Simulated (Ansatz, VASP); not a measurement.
# FePt in VASP and in Ansatz

```
Fe Pt
1.0
    -5.69686   -3.76586   -5.69686
    -5.69686   -5.69686   -3.76586
    -7.62787   -3.76586   -3.76586
Fe Pt
2 2
Direct
  0.00000 0.00000 0.00000
  0.00000 0.00000 0.50000
  0.50000 0.50000 0.25000
  0.50000 0.50000 0.75000
```

Alike in both runs: task single point; functional PBE; k mesh 18 × 18 × 9; occupations gaussian, width 0.1 eV; collinear spin.

|  | VASP | Ansatz |
| --- | --- | --- |
| version | VASP 6.6.1 | Ansatz 0.2.0 |
| potentials or method | VASP PAW PBE potentials, release 64 (Fe, Pt), cutoff 520 eV | scalar-relativistic, plane waves, PAW |
| valence electrons in the cell | 36 | 68 |

Ansatz gave:

```
gap on the k mesh at the Fermi level (eV)                     : none
pressure (GPa)                                                : -1.1
net moment per atom (μB)                                      : 0.00
size of the moment on the site where the two differ most (μB) : 2.89
```

What did VASP give for the same quantities?

gap on the k mesh at the Fermi level (eV): none; pressure (GPa): -1.5; net moment per atom (μB): 0.00; size of the moment on the site where the two differ most (μB): 2.86.

Site moments also hang on the region over which each program counts them. A gap of «none» marks a metal or a gap that the smearing closes. The functional is the same, so the differences come from potentials, cutoffs and numerics. VASP's potentials hold 36 valence electrons a cell and Ansatz's 68, so a difference there can come from the potentials and not from the codes.

Spin-orbit coupling is off throughout.
